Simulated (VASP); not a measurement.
Here is a VASP 6.6.1 calculation.

INCAR

```
PREC = Accurate
ENCUT = 600
EDIFF = 1E-8
ISMEAR = -1
SIGMA = 0.05
LREAL = False
LASPH = True
NELM = 80
ALGO = Normal
ISIF = 3
LWAVE = False
LCHARG = False
GGA = PE
NBANDS = 10
IBRION = 6
NFREE = 2
POTIM = 0.015
NSW = 1
```

File KPOINTS:

```
regular mesh
0
Gamma
  7 7 7
```

The input POSCAR:

```
MgB
1.0
    2.8951500000      0.0000000000      0.0000000000
    0.0000000000      2.8951500000      0.0000000000
    0.0000000000      0.0000000000      2.8951500000
Mg B
1 1
Direct
    0.0000000000      0.0000000000      0.0000000000
    0.5000000000      0.5000000000      0.5000000000
```

Potentials or basis: VASP PAW PBE potentials, release 64 (Mg, B).

Run with:

```bash
$ cat potpaw_PBE.64/Mg/POTCAR potpaw_PBE.64/B/POTCAR > POTCAR
$ mpirun -np 1 vasp_std > vasp.out
```

(1) Estimate the elastic constants C11, C12, C44.

(2) What does it give for the Voigt bulk modulus?

(3) Predict the highest phonon frequency at Γ.

## Answers

(1) 226, 20, 61 GPa.

(2) 88 GPa.

(3) 389 cm⁻¹.
